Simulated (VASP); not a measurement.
Here is a VASP 6.6.1 calculation.

The input INCAR:

```
  ALGO = Normal
  EDIFF = 1E-6
  ENCUT = 520
  GGA = PE
  ISIF = 2
  ISMEAR = -1
  LASPH = T
  LCHARG = F
  LREAL = F
  LWAVE = F
  NBANDS = 11
  NELM = 100
  PREC = Accurate
  SIGMA = 0.05
```

File KPOINTS:

```
k-points
0
Gamma
  10 10 10
```

File POSCAR:

```
BN
1.0
    0.0000000000      1.8130010000      1.8130010000
    1.8130010000      0.0000000000      1.8130010000
    1.8130010000      1.8130010000      0.0000000000
N B
1 1
Direct
    0.2500000000      0.2500000000      0.2500000000
    0.0000000000      0.0000000000      0.0000000000
```

Potentials or basis: VASP PAW PBE potentials, release 64 (N, B).

The run is started by

```bash
$ cat potpaw_PBE.64/N/POTCAR potpaw_PBE.64/B/POTCAR > POTCAR
$ mpirun -np 1 vasp_std > vasp.out
```

Q: Predict the pressure.

A: -0.2 GPa.

Q: Predict the band gap on the k mesh.

A: 4.45 eV, indirect (least direct gap 8.78 eV).

A k mesh can miss the band edges. PBE gaps usually lie below the measured ones, often by a third to a half.
